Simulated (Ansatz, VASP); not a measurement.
**SiF in VASP and in Ansatz**

```
Si F
1.0
     1.56634    0.90433    2.58069
    -1.56634    0.90433    2.58069
     0.00000   -1.80866    2.58069
Si F
1 1
Direct
  0.50000 0.50000 0.50000
  0.00000 0.00000 0.00000
```

Alike in both runs: task relaxation of cell and atoms; functional PBE; k mesh 6 × 6 × 6; occupations gaussian, width 0.1 eV; no spin polarisation.

```csv
,VASP,Ansatz
version,VASP 6.6.1,Ansatz 0.2.0
potentials or method,"VASP PAW PBE potentials, release 64 (Si, F_h), cutoff 1350 eV","scalar-relativistic, plane waves, PAW"
valence electrons in the cell,11,11
```

|  | VASP | Ansatz | Ansatz less VASP |
| --- | --- | --- | --- |
| gap on the k mesh at the Fermi level, each at its own relaxed structure (eV) | none | none | - |
| relaxed volume (Å³/atom) | 11.85 | 12.09 | +0.243 |
| relaxed length of the cell vector where the two differ most in proportion (Å) | 4.116 | 4.192 | +0.0759 |

A gap of «none» marks a metal or a gap that the smearing closes.

The k mesh is coarse, so the values compare programs but aren't converged.
